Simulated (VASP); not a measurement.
# H4CO in VASP: relaxation of the atoms with PBE+D3(BJ)

Aim: the relaxation of the atoms of H4CO with PBE+D3(BJ).

Program: VASP 6.6.1. These are calculated values, not measurements. Logs are shortened: lines on timing, memory, paths and dates and some standing lists are left out, and cuts for length are marked.

## 1. The cell of the first run

The cell holds a disordered packing, 36 atoms: a = 7.126 Å, b = 7.126 Å, c = 7.126 Å, α = 90.00°, β = 90.00°, γ = 90.00°.

## 2. Relaxation of the atoms, PBE+D3(BJ)

Input file INCAR:

```
PREC = Accurate
ENCUT = 520
EDIFF = 1E-6
ISMEAR = -1
SIGMA = 0.02
LREAL = Auto
LASPH = T
NELM = 100
ALGO = Normal
ISIF = 2
LWAVE = F
LCHARG = F
GGA = PE
IVDW = 12
IBRION = 2
NSW = 35
EDIFFG = -0.3
```

Input file KPOINTS:

```
Automatic mesh
0
Gamma
  1 1 1
```

Input file POSCAR:

```
H4CO
1.0
    7.1256230000      0.0000000000      0.0000000000
    0.0000000000      7.1256230000      0.0000000000
    0.0000000000      0.0000000000      7.1256230000
C O H
6 6 24
Direct
    0.7938944000      0.6983479000      0.3932308000
    0.1702423000      0.0849891000      0.4581372000
    0.4912775000      0.5006155000      0.1352351000
    0.8314749000      0.1763085000      0.0034716000
    0.0481418000      0.6542302000      0.7415563000
    0.4307736000      0.8347859000      0.6921066000
    0.9840637000      0.6877930000      0.3332166000
    0.0759190000      0.2536556000      0.4078163000
    0.3402304000      0.4890280000      0.0051276000
    0.8124479000     -0.0140138000      0.0608549000
    0.0385711000      0.6984484000      0.9360572000
    0.5993555000      0.9151016000      0.7628668000
    0.7112710000      0.7298510000      0.2684881000
    1.0598121000      0.6597650000      0.4427958000
    0.7439641000      0.5654320000      0.4526436000
    0.7713535000      0.8103587000      0.4963572000
    0.0866060000      0.0204548000      0.5686817000
    0.1486433000      0.3130975000      0.3092829000
    0.1801713000     -0.0136914000      0.3404379000
    0.3116641000      0.1112927000      0.5128871000
    0.4354848000      0.5698619000      0.2596213000
    0.3875294000      0.4275802000     -0.1067560000
    0.5439651000      0.3618724000      0.1760266000
    0.6085953000      0.5843090000      0.0811844000
    0.9795744000      0.2111016000      0.0188274000
    0.6811070000     -0.0474311000      0.0480547000
    0.7913563000      0.1972167000     -0.1436437000
    0.7493485000      0.2722862000      0.0914096000
    0.1906518000      0.6052136000      0.7157092000
   -0.0876924000      0.7424410000      0.9616142000
   -0.0499249000      0.5423081000      0.7022379000
    0.0217310000      0.7769030000      0.6524305000
    0.3795283000      0.7401173000      0.8006957000
    0.6470345000      0.9999969000      0.6677328000
    0.3226228000      0.9408077000      0.6646779000
    0.4543071000      0.7535117000      0.5635366000
```

Potentials or basis: VASP PAW PBE potentials, release 64 (C, O, H).

The run is started by

```
$ cat potpaw_PBE.64/C/POTCAR potpaw_PBE.64/O/POTCAR potpaw_PBE.64/H/POTCAR > POTCAR
$ mpirun -np 1 vasp_gam > vasp.out
```

OUTCAR:

```text
PREC = Accurate
   ENCUT = 520
   EDIFF = 1E-6
   ISMEAR = -1
   LREAL = Auto
   LASPH = T
   NELM = 100
   ISIF = 2
   GGA = PE
   IVDW = 12
   IBRION = 2
   NSW = 35
   EDIFFG = -0.3
 IVDW          = 12

 ion  position               nearest neighbor table
   1  0.794  0.698  0.393-  13 1.09  15 1.10  16 1.10   7 1.42
   2  0.170  0.085  0.458-  17 1.09  19 1.10  20 1.10   8 1.42
   3  0.491  0.501  0.135-  21 1.09  24 1.10  23 1.10   9 1.42
   4  0.831  0.176  0.003-  25 1.09  28 1.10  27 1.10  10 1.42
   5  0.048  0.654  0.742-  29 1.09  32 1.10  31 1.10  11 1.42
   6  0.431  0.835  0.692-  33 1.09  35 1.10  36 1.10  12 1.42
   7  0.984  0.688  0.333-  14 0.97   1 1.42
   8  0.076  0.254  0.408-  18 0.97   2 1.42
   9  0.340  0.489  0.005-  22 0.97   3 1.42
  10  0.812  0.986  0.061-  26 0.97   4 1.42
  11  0.039  0.698  0.936-  30 0.97   5 1.42
  12  0.599  0.915  0.763-  34 0.97   6 1.42
  13  0.711  0.730  0.268-   1 1.09
  14  0.060  0.660  0.443-   7 0.97
  15  0.744  0.565  0.453-   1 1.10
  16  0.771  0.810  0.496-   1 1.10
  17  0.087  0.020  0.569-   2 1.09
  18  0.149  0.313  0.309-   8 0.97
[... 16 lines left out ...]
  35  0.323  0.941  0.665-   6 1.10
  36  0.454  0.754  0.564-   6 1.10

  LATTYP: Found a simple cubic cell.
 ALAT       =     7.1256230000

  Lattice vectors:

 A1 = (   7.1256230000,   0.0000000000,   0.0000000000)
 A2 = (   0.0000000000,   7.1256230000,   0.0000000000)
 A3 = (   0.0000000000,   0.0000000000,   7.1256230000)

Analysis of symmetry for initial positions (statically):
=====================================================================
 Subroutine PRICEL returns:
 Original cell was already a primitive cell.

 Routine SETGRP: Setting up the symmetry group for a
 simple cubic supercell.

 Subroutine GETGRP returns: Found  1 space group operations
 (whereof  1 operations were pure point group operations)
 out of a pool of 48 trial point group operations.

The static configuration has the point symmetry C_1 .

Analysis of symmetry for dynamics (positions and initial velocities):
=====================================================================
 Subroutine PRICEL returns:
 Original cell was already a primitive cell.

 Routine SETGRP: Setting up the symmetry group for a
 simple cubic supercell.

 Subroutine GETGRP returns: Found  1 space group operations
 (whereof  1 operations were pure point group operations)
 out of a pool of 48 trial point group operations.

The dynamic configuration has the point symmetry C_1 .

 Subroutine INISYM returns: Found  1 space group operations
 (whereof  1 operations are pure point group operations),
 and found     1 'primitive' translations

----------------------------------------------------------------------------------------

                                     Primitive cell

  volume of cell :     361.8000

  direct lattice vectors                    reciprocal lattice vectors
     7.125623000  0.000000000  0.000000000     0.140338606  0.000000000  0.000000000
     0.000000000  7.125623000  0.000000000     0.000000000  0.140338606  0.000000000
     0.000000000  0.000000000  7.125623000     0.000000000  0.000000000  0.140338606

  length of vectors
     7.125623000  7.125623000  7.125623000     0.140338606  0.140338606  0.140338606

  position of ions in fractional coordinates (direct lattice)
     0.793894400  0.698347900  0.393230800
     0.170242300  0.084989100  0.458137200
     0.491277500  0.500615500  0.135235100
     0.831474900  0.176308500  0.003471600
     0.048141800  0.654230200  0.741556300
     0.430773600  0.834785900  0.692106600
[... 28 lines left out ...]
     0.322622800  0.940807700  0.664677900
     0.454307100  0.753511700  0.563536600

  ion indices of the primitive-cell ions
   primitive index   ion index
                 1           1
                 2           2
                 3           3
                 4           4
                 5           5
                 6           6
[... 28 lines left out ...]
                35          35
                36          36

----------------------------------------------------------------------------------------

 KPOINTS: Automatic mesh

Automatic generation of k-mesh.
 Grid dimensions read from file:
 generate k-points for:    1    1    1

 Generating k-lattice:

  Cartesian coordinates                     Fractional coordinates (reciprocal lattice)
     0.140338606  0.000000000  0.000000000     1.000000000  0.000000000  0.000000000
     0.000000000  0.140338606  0.000000000     0.000000000  1.000000000  0.000000000
     0.000000000  0.000000000  0.140338606     0.000000000  0.000000000  1.000000000

  Length of vectors
     0.140338606  0.140338606  0.140338606

  Shift w.r.t. Gamma in fractional coordinates (k-lattice)
     0.000000000  0.000000000  0.000000000

 Subroutine IBZKPT returns following result:
 ===========================================

 Found      1 irreducible k-points:

 Following reciprocal coordinates:
            Coordinates               Weight
  0.000000  0.000000  0.000000      1.000000
   k-points           NKPTS =      1   k-points in BZ     NKDIM =      1   number of bands    NBANDS=     61
   number of dos      NEDOS =    301   number of ions     NIONS =     36
   total plane-waves  NPLWV = 157464
   dimension x,y,z NGX =    54 NGY =   54 NGZ =   54
   dimension x,y,z NGXF=   108 NGYF=  108 NGZF=  108
   ions per type =               6   6  24
   NGX,Y,Z   is equivalent  to a cutoff of  12.60, 12.60, 12.60 a.u.
   NGXF,Y,Z  is equivalent  to a cutoff of  25.20, 25.20, 25.20 a.u.
 SYSTEM =  unknown system
   PREC   = accura    normal or accurate (medium, high low for compatibility)
   ISTART =      0    job   : 0-new  1-cont  2-samecut
   ICHARG =      2    charge: 1-file 2-atom 10-const
   ISPIN  =      1    spin polarized calculation?
   LNONCOLLINEAR =      F non collinear calculations
   LSORBIT =      F    spin-orbit coupling
   LASPH  =      T    aspherical Exc in radial PAW
   ENCUT  =  520.0 eV  38.22 Ry    6.18 a.u.  13.25 13.25 13.25*2*pi/ulx,y,z
   NELM   =    100;   NELMIN=  2; NELMDL= -5     # of ELM steps
   EDIFF  = 0.1E-05   stopping-criterion for ELM
   LREAL  =      T    real-space projection
   EDIFFG = -.3E+00   stopping-criterion for IOM
   NSW    =     35    number of steps for IOM
   IBRION =      2    ionic relax: 0-MD 1-quasi-New 2-CG
   NFREE  =      1    steps in history (QN), initial steepest desc. (CG)
   ISIF   =      2    stress and relaxation
   ISYM   =      2    0-nonsym 1-usesym 2-fastsym
   POTIM  = 0.5000    time-step for ionic-motion
   TEBEG  =    0.0;   TEEND  =   0.0 temperature during run
   PSTRESS=    0.0 pullay stress
   NELECT =      84.0000    total number of electrons
   NUPDOWN=      -1.0000    fix difference up-down
   EMIN   =  10.00;   EMAX   =-10.00  energy-range for DOS
   EFERMI =   0.00;   METHOD = LEGACY
   ISMEAR =    -1;   SIGMA  =   0.02  broadening in eV -4-tet -1-fermi 0-gaus
   EFERMI_NEDOS =   21; number of points for ismear=-14 and -15
   IALGO  =     38    algorithm
   IMIX   =      4    mixing-type and parameters
     AMIX     =   0.40;   BMIX     =  1.00
     AMIX_MAG =   1.60;   BMIX_MAG =  1.00
  volume/ion in A,a.u.               =      10.05        67.82
  Fermi-wavevector in a.u.,A,eV,Ry     =   1.006186  1.901416 13.774687  1.012411
  Thomas-Fermi vector in A             =   2.138913
   LORBIT       =      0    0 simple, 1 ext, 2 COOP (PROOUT), +10 PAW based schemes
   GGA     = PE    functional components
   LHFCALC =     F    Hartree Fock is set to
   AEXX    =    0.0000 exact exchange contribution
   IVDW    =    12    specifies the selected vdW correction
   LEPSILON=     F    determine dielectric tensor
   LRPA    =     F    only Hartree local field effects (RPA)
 conjugate gradient relaxation of ions
 non-spin polarized calculation
  energy-cutoff  :      520.00
  volume of cell :      361.80
 maximum number of plane-waves:      4886
 NGX is ok and might be reduce to    54
   NGX = 27   NGY = 27   NGZ = 27

--------------------------------------- Ionic step        1  -------------------------------------------

 number of electron      84.0000002 magnetization

 Free energy of the ion-electron system (eV)
  ---------------------------------------------------
  ext. energy  EPLUGINS =         0.00000000
  ---------------------------------------------------
  free energy    TOTEN  =      -180.28459597 eV

  energy without entropy =     -180.28459597  energy(sigma->0) =     -180.28459597

------------------------ aborting loop because EDIFF is reached ----------------------------------------

 Edisp (eV)   -1.37493

 E8    (eV) :    -0.2987

  FORCE on cell =-STRESS in cart. coord.  units (eV):
  Direction    XX          YY          ZZ          XY          YZ          ZX
  --------------------------------------------------------------------------------------
  -------------------------------------------------------------------------------------
  Total       6.51381     5.16454     5.35505    -0.63783    -0.09427     2.23298
  in kB      28.84543    22.87038    23.71406    -2.82455    -0.41747     9.88843
  external pressure =       25.14 kB  Pullay stress =        0.00 kB
[... 199 lines left out ...]
  FREE ENERGIE OF THE ION-ELECTRON SYSTEM (eV)
  ---------------------------------------------------
  free  energy   TOTEN  =      -181.7300904048 eV

  energy  without entropy=     -181.7300904048  energy(sigma->0) =     -181.73009040

[... ionic steps 4 to 18 ...]

--------------------------------------- Ionic step       19  -------------------------------------------

 number of electron      83.9999998 magnetization

------------------------ aborting loop because EDIFF is reached ----------------------------------------

 Edisp (eV)   -1.37115

 E8    (eV) :    -0.2977
[... 137 lines left out ...]
  energy  without entropy=     -182.6082398399  energy(sigma->0) =     -182.60823984

--------------------------------------- Ionic step       21  -------------------------------------------

 number of electron      83.9999997 magnetization

 Free energy of the ion-electron system (eV)
  ---------------------------------------------------
  ext. energy  EPLUGINS =         0.00000000
  ---------------------------------------------------
  free energy    TOTEN  =      -181.25639960 eV

  energy without entropy =     -181.25639960  energy(sigma->0) =     -181.25639960

 E-fermi :  -1.7724     XC(G=0):  -6.7556

 val. band max:       -2.3210262778   @ k =   0.0000   0.0000   0.0000
 cond. band min:       1.6011345478   @ k =   0.0000   0.0000   0.0000
 fundamental gap:      3.9221608256
 Fermi energy:        -1.7723879536

 k-point     1 :       0.0000    0.0000    0.0000
  band No.  band energies     occupation
      1     -22.8344      2.00000
      2     -22.3610      2.00000
      3     -22.0679      2.00000
      4     -22.0075      2.00000
      5     -21.8648      2.00000
      6     -21.3907      2.00000
[... 46 lines left out ...]
     53       5.4548      0.00000
     54       5.9622      0.00000
 [bands above 54 left out]

------------------------ aborting loop because EDIFF is reached ----------------------------------------

 Edisp (eV)   -1.37109

 E8    (eV) :    -0.2976

  FORCE on cell =-STRESS in cart. coord.  units (eV):
  Direction    XX          YY          ZZ          XY          YZ          ZX
  --------------------------------------------------------------------------------------
  -------------------------------------------------------------------------------------
  Total       2.69169     1.26938     2.58976    -0.51768    -0.32042     2.27697
  in kB      11.91973     5.62125    11.46839    -2.29248    -1.41895    10.08324
  external pressure =        9.67 kB  Pullay stress =        0.00 kB
[... 51 lines left out ...]
  FREE ENERGIE OF THE ION-ELECTRON SYSTEM (eV)
  ---------------------------------------------------
  free  energy   TOTEN  =      -182.6274918470 eV

  energy  without entropy=     -182.6274918470  energy(sigma->0) =     -182.62749185

 reached required accuracy - stopping structural energy minimisation
```

It took 19 min on 1 thread of Intel Xeon 8259CL, shared host; peak memory 0.42 GiB.

What came out:

| Item | Value |
| --- | --- |
| Free energy | -182.6275 eV |
| Energy gained by relaxing | 26.9 meV/atom |
| Ionic steps | 21 |
| Pressure after relaxing | 1.0 GPa |
| Largest force after relaxing | 0.264 eV/Å |
| Band gap on the k mesh | 3.92 eV |
| Dispersion energy per atom | -0.038 eV |

Forces in eV/Å, atoms in the order of the input:
```
C   -0.039  0.008  0.065
C   -0.001  0.057 -0.001
C   -0.059 -0.072 -0.068
C    0.060  0.062 -0.041
C   -0.014 -0.056 -0.045
C    0.054  0.087 -0.001
O    0.160  0.026 -0.006
O   -0.104  0.202  0.052
O   -0.153 -0.150 -0.047
O    0.035 -0.028 -0.045
O   -0.017  0.075  0.234
O   -0.054 -0.002  0.003
H   -0.050  0.083 -0.246
H    0.053 -0.142  0.058
H    0.005 -0.109 -0.004
H   -0.019  0.082  0.075
H   -0.017  0.009  0.029
H   -0.036 -0.002 -0.099
H   -0.075  0.002 -0.098
H    0.141  0.057 -0.023
H   -0.056 -0.026 -0.123
H    0.087 -0.153  0.081
H    0.042  0.029  0.165
H    0.025  0.016  0.027
H    0.154 -0.069 -0.030
H    0.011 -0.084 -0.119
H    0.100  0.140 -0.083
H    0.062  0.144  0.017
H   -0.089 -0.034  0.069
H   -0.049 -0.065  0.060
H   -0.066  0.027  0.057
H    0.006  0.008 -0.021
H    0.041  0.089 -0.108
H   -0.118 -0.079 -0.015
H    0.017 -0.177  0.043
H   -0.037  0.046  0.192
```

The path:
```tsv
step	energy change (eV)	largest force (eV/Å)	pressure (GPa)
1	0.0000	0.7477	2.51
2	-0.0522	1.4867	1.89
3	-0.0706	0.8290	2.08
4	-0.1476	0.6114	1.85
5	-0.2134	1.2445	1.37
6	-0.2682	0.6565	1.13
7	-0.3164	0.8747	0.62
8	-0.3722	0.7716	0.74
9	-0.4670	0.9330	1.04
10	-0.5705	0.5762	1.17
11	-0.6229	0.8473	1.36
12	-0.6874	0.8295	1.26
13	-0.7592	1.6581	0.92
14	-0.8161	1.1206	0.79
15	-0.8411	0.7218	0.63
16	-0.8714	0.4195	0.74
17	-0.8857	0.9328	0.89
18	-0.9109	0.6355	0.93
19	-0.9481	0.5065	1.03
20	-0.9487	0.5321	1.05
21	-0.9680	0.2642	0.97
```

Final structure:
```cif
data_structure
_symmetry_space_group_name_H-M 'P 1'
_symmetry_Int_Tables_number 1
_cell_length_a 7.1256
_cell_length_b 7.1256
_cell_length_c 7.1256
_cell_angle_alpha 90.000
_cell_angle_beta 90.000
_cell_angle_gamma 90.000
_cell_volume 361.80
loop_
_atom_site_label
_atom_site_type_symbol
_atom_site_fract_x
_atom_site_fract_y
_atom_site_fract_z
_atom_site_occupancy
C1 C 0.80104 0.69709 0.38818 1
C2 C 0.16486 0.10980 0.44444 1
C3 C 0.48188 0.49331 0.13736 1
C4 C 0.84604 0.17962 0.00743 1
C5 C 0.02988 0.63981 0.75210 1
C6 C 0.43908 0.82208 0.70839 1
O1 O 0.98955 0.67727 0.32719 1
O2 O 0.06759 0.27711 0.39646 1
O3 O 0.33940 0.44729 0.00401 1
O4 O 0.79606 0.00065 0.08321 1
O5 O 0.01754 0.67954 0.94581 1
O6 O 0.60588 0.92119 0.76414 1
H1 H 0.71811 0.73968 0.26827 1
H2 H 0.06270 0.64175 0.43672 1
H3 H 0.74365 0.56600 0.44651 1
H4 H 0.78640 0.80701 0.49502 1
H5 H 0.08826 0.04828 0.56295 1
H6 H 0.12022 0.33246 0.28313 1
H7 H 0.16790 0.00450 0.33152 1
H8 H 0.30957 0.13866 0.49118 1
H9 H 0.41672 0.58028 0.24678 1
H10 H 0.39886 0.39751 0.89189 1
H11 H 0.53993 0.36561 0.20189 1
H12 H 0.59730 0.57211 0.07212 1
H13 H 0.99778 0.19972 0.01684 1
H14 H 0.68709 0.96185 0.00887 1
H15 H 0.80336 0.18866 0.85937 1
H16 H 0.77888 0.29294 0.08588 1
H17 H 0.16998 0.58138 0.72155 1
H18 H 0.94742 0.79597 0.96898 1
H19 H 0.92663 0.53388 0.70639 1
H20 H 0.01085 0.76681 0.66671 1
H21 H 0.40524 0.72417 0.82262 1
H22 H 0.64624 0.00467 0.66384 1
H23 H 0.32170 0.92050 0.69136 1
H24 H 0.46153 0.74479 0.57552 1
```

Levels at points of the mesh, in eV from the valence-band top:
```tsv
k point	band 40	band 41	band 42	band 43	band 44	band 45
(0.00, 0.00, 0.00)	-0.54	-0.34	0.00	3.92	5.34	5.80
```

Caveat: the k points lie up to 0.88 Å⁻¹ apart; the relaxation stopped at a loose force limit of 0.3 eV/Å, so its end isn't a converged minimum.
